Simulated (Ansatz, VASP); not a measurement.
SnSe: VASP beside Ansatz

```
CELL_PARAMETERS angstrom
0.00000 2.83252 3.39902
2.83252 0.00000 3.39902
2.83252 2.83252 0.00000
ATOMIC_POSITIONS crystal
Sn 0.00000 0.00000 0.00000
Se 0.50000 0.50000 0.50000
```

Alike in both runs: task single point; functional r2SCAN; k mesh 12 × 12 × 12; occupations gaussian, width 0.05 eV; no spin polarisation.

|  | VASP | Ansatz |
| --- | --- | --- |
| version | VASP 6.6.1 | Ansatz 0.2.0 |
| potentials or method | VASP PAW PBE potentials, release 64 (Sn_d, Se), cutoff 520 eV | scalar-relativistic, plane waves, PAW |
| valence electrons in the cell | 20 | 30 |

Ansatz gave:

```
gap on the k mesh at the Fermi level (eV)                     : none
pressure (GPa)                                                : 4.0
traceless stress, the component that is largest in VASP (GPa) : -10.14
```

**Question.** Estimate VASP's values.

**Answer.** gap on the k mesh at the Fermi level (eV): none; pressure (GPa): 4.0; traceless stress, the component that is largest in VASP (GPa): -10.17.

VASP's potentials were made for PBE, not for r2SCAN. A gap of «none» marks a metal or a gap that the smearing closes. With one functional, cell and mesh, what is left measures potentials, basis and numerics. VASP's potentials hold 20 valence electrons a cell and Ansatz's 30, so a difference there can come from the potentials and not from the codes.
